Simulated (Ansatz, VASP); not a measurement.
**One calculation of Ge, two programs**

The input INCAR:

```
PREC = Accurate
ENCUT = 600
EDIFF = 1E-6
ISMEAR = -1
SIGMA = 0.1
LREAL = False
LASPH = True
NELM = 100
ALGO = Normal
ISIF = 3
LWAVE = False
LCHARG = False
GGA = RP
IBRION = 2
NSW = 80
EDIFFG = -0.01
```

The input KPOINTS:

```
regular mesh
0
Gamma
  8 8 11
```

POSCAR

```
Ge
1.0
    4.7727297598      0.0000000000      0.0000000000
   -2.3863648799      4.1333052174      0.0000000000
    0.0000000000      0.0000000000      2.9256833427
Ge
3
Direct
    0.0000000000      0.0000000000      0.0000000000
    0.3333333333      0.6666666667      0.5000000000
    0.6666666667      0.3333333333      0.5000000000
```

Input for Ansatz:

```yaml
crystal:
  lattice:
    - [4.7727297598, 0.0, 0.0]
    - [-2.3863648799, 4.1333052174, 0.0]
    - [0.0, 0.0, 2.9256833427]
  atoms:
    - { symbol: Ge, position: [0.0, 0.0, 0.0] }
    - { symbol: Ge, position: [0.3333333333, 0.6666666667, 0.5] }
    - { symbol: Ge, position: [0.6666666667, 0.3333333333, 0.5] }
hamiltonian:
  xc: rpbe
  pseudopotentials:
    kind: paw
    azcp:
      Ge: "pseudopotentials/Ge.paw.azcp"
basis:
  ecutwfc: 420
  fft_grid_basis: typed
kpoints:
  mp_grid: { grid: [8, 8, 11], shift: [0, 0, 0] }
magnetization:
  spin_polarized: false
scf:
  occupations: { method: fermi_dirac, width: 0.1 }
relax:
  max_steps: 60
  f_tol: 0.01
  cell: {}
output:
  write_density: true
  write_potential: true
  elf: true
  volumetric_format: npy
```

Alike in both runs: task relaxation of cell and atoms; functional RPBE; k mesh 8 × 8 × 11; occupations fermi-dirac, width 0.1 eV; no spin polarisation.

|  | VASP | Ansatz |
| --- | --- | --- |
| version | VASP 6.6.1 | Ansatz 0.2.0 |
| potentials or method | VASP PAW PBE potentials, release 64 (Ge_d), cutoff 600 eV | plane waves (420 eV) with PAW, scalar-relativistic |
| valence electrons in the cell | 42 | 42 |

|  | VASP | Ansatz | Ansatz less VASP |
| --- | --- | --- | --- |
| relaxed volume (Å³/atom) | 19.86 | 19.87 | +0.007 |
| relaxed cell length with the largest relative difference (Å) | 4.946 | 4.947 | +0.0012 |

VASP's potentials were made for PBE, not for RPBE.
